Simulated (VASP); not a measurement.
**AlNi (NiAs type): single point with PBE**

Crystal: AlNi (NiAs type).

```xyz
4
Lattice="3.6160 0.0000 0.0000 -1.8080 3.1315 0.0000 0.0000 0.0000 5.0248" Properties=species:S:1:pos:R:3 pbc="T T T"
Ni    0.0000    0.0000    0.0000
Ni    0.0000    0.0000    2.5124
Al    0.0000    2.0877    1.2562
Al    1.8080    1.0438    3.7686
```

```yaml
Program: VASP 6.6.1
Task: single point
Functional: PBE
Potentials_or_basis: VASP PAW PBE potentials, release 64 (Ni, Al)
Cutoff: 520 eV
k_mesh: 11 × 11 × 7
Occupations: fermi-dirac, width 0.1 eV
Spin: no spin polarisation
Dipole_correction: no
Further_INCAR_settings: ALGO = Normal; EDIFF = 1e-07; NBANDS = 21
```

```
Pressure               : -0.1 GPa
Band gap on the k mesh : zero (band 13 reaches 11.10 eV, above the bottom of band 14 at 6.56 eV)
```

Stress tensor (GPa, compression positive):
```
-0.11  0.00  0.00
 0.00 -0.11  0.00
 0.00  0.00  0.06
```

Levels at points of the mesh, in eV from the Fermi level:
```tsv
k point	band 9	band 10	band 11	band 12	band 13	band 14	band 15	band 16	band 17	band 18
(0.00, 0.00, 0.00)	-1.90	-1.90	-0.99	-0.99	0.78	4.14	4.14	6.53	6.53	7.17
```

Wall time 34 s on 1 thread of Intel(R) Xeon(R) 6975P-C (Granite Rapids), on a shared host, peak memory 0.22 GiB.

Spin polarisation is off, so any magnetic state and its effect on volume and gap are missing.
